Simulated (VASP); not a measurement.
Write the native input for VASP 6.6.1 that does the following.

```yaml
Task: single point
Functional: PBEsol
Potentials_or_basis: VASP PAW PBE potentials, release 64 (Be, S)
Cutoff: 520 eV
k_mesh: 10 × 10 × 10
Occupations: gaussian, width 0.05 eV
Spin: no spin polarisation
Dipole_correction: no
Further_INCAR_settings: ALGO = Normal; EDIFF = 1e-07; NBANDS = 11
```

The structure of BeS lies in POSCAR:

```
BeS
1.0
    0.0000000000      2.3975184632      2.5157591429
    2.5157591429      0.0000000000      2.5157591429
    2.5157591429      2.3975184632      0.0000000000
Be S
1 1
Direct
    0.0000000000      0.0000000000      0.0000000000
    0.7500000000      0.7500000000      0.7500000000
```

The input as run:

INCAR

```
SYSTEM = BeS
  ALGO = Normal
  EDIFF = 1E-7
  ENCUT = 520
  GGA = PS
  ISIF = 2
  ISMEAR = 0
  LASPH = .True.
  LCHARG = .True.
  LELF = .True.
  LREAL = .False.
  LVHAR = .True.
  LWAVE = .False.
  NBANDS = 11
  NELM = 60
  PREC = Accurate
  SIGMA = 0.05
```

KPOINTS

```
k-points
0
Gamma
  10 10 10
  0 0 0
```

Potentials or basis: VASP PAW PBE potentials, release 64 (Be, S).

The run is started by

```bash
$ cat potpaw_PBE.64/Be/POTCAR potpaw_PBE.64/S/POTCAR > POTCAR
$ mpirun -np 1 vasp_std > vasp.out
```

Results of the run:

| Quantity | Value |
| --- | --- |
| Pressure | -5.8 GPa |
| Band gap on the k mesh | 2.70 eV (least direct gap 5.04 eV) |

Caveat: the cell stands under tension; the PAW data sets were made with another functional, which shifts forces and pressure a little.

Wall time 98 s on 1 thread of Intel Xeon 8259CL, on a shared host, peak memory 0.17 GiB.
